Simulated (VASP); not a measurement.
Input of a VASP 6.6.1 run:

Contents of POSCAR:

```
BaS
1.0
    0.0000000000      3.1285531347      3.1285531347
    3.1285531347      0.0000000000      3.1285531347
    3.1285531347      3.1285531347      0.0000000000
Ba S
1 1
Direct
    0.0000000000      0.0000000000      0.0000000000
    0.5000000000      0.5000000000      0.5000000000
```

File INCAR.step1:

```
SYSTEM = BaS
PREC = Accurate
ENCUT = 520
EDIFF = 1E-5
ISMEAR = -1
SIGMA = 0.05
LREAL = .FALSE.
LASPH = .TRUE.
NELM = 60
ALGO = Normal
ISIF = 2
LWAVE = .TRUE.
GGA = PE
NBANDS = 15
```

File INCAR.step2:

```
SYSTEM = BaS
PREC = Accurate
ENCUT = 520
EDIFF = 1E-7
ISMEAR = -1
SIGMA = 0.05
LREAL = .FALSE.
LASPH = .TRUE.
NELM = 60
ALGO = Normal
ISIF = 2
LWAVE = .FALSE.
LCHARG = .TRUE.
GGA = PE
LHFCALC = .TRUE.
HFSCREEN = 0.2079
PRECFOCK = Normal
LELF = .TRUE.
LVHAR = .TRUE.
ISTART = 1
NBANDS = 15
```

Contents of KPOINTS:

```
Automatic mesh
0
G
  4 4 4
  0 0 0
```

Potentials or basis: VASP PAW PBE potentials, release 64 (Ba_sv, S).

Command:

```bash
$ cat potpaw_PBE.64/Ba_sv/POTCAR potpaw_PBE.64/S/POTCAR > POTCAR
$ cp INCAR.step1 INCAR
$ mpirun -np 1 vasp_std > vasp.out
$ cp INCAR.step2 INCAR
$ mpirun -np 1 vasp_std > vasp.out
```

(1) Predict the band gap on the k mesh.

(2) Predict the pressure.

Answers

(1) 2.90 eV (least direct gap 3.02 eV).

(2) 4.4 GPa.

Caveat: the k points lie up to 0.43 Å⁻¹ apart; the PAW data sets were made with another functional, which shifts forces and pressure a little; spin-orbit coupling is left out, which moves the levels of the heavy elements.
